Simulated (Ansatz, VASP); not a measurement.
**Two plane-wave programs on NaI**

```xyz
4
Lattice="-2.2145 2.2145 8.5310 2.2145 -2.2145 8.5310 2.2145 2.2145 -8.5310" Properties=species:S:1:pos:R:3 pbc="T T T"
Na    2.2145    0.0000    4.2655
Na    0.0000    0.0000    8.5310
I     0.0000    2.2145    4.2655
I     0.0000    0.0000    0.0000
```

Alike in both runs: task single point; functional r2SCAN; k mesh 6 × 6 × 6; occupations fermi-dirac, width 0.02 eV; no spin polarisation.

|  | VASP | Ansatz |
| --- | --- | --- |
| version | VASP 6.6.1 | Ansatz 0.2.0 |
| potentials or method | VASP PAW PBE potentials, release 64 (Na_pv, I), cutoff 520 eV | plane waves, PAW |
| valence electrons in the cell | 28 | 52 |

Ansatz gave:

- pressure (GPa): -0.3
- traceless stress, the component that is largest in VASP (GPa): 0.03

Question: Which values does VASP return?

Answer: Pressure (GPa): -0.3; traceless stress, the component that is largest in VASP (GPa): 0.09.

VASP's potentials were made for PBE, not for r2SCAN. VASP's potentials hold 28 valence electrons a cell and Ansatz's 52, so a difference there can come from the potentials and not from the codes.

Neither program's run includes spin-orbit coupling.
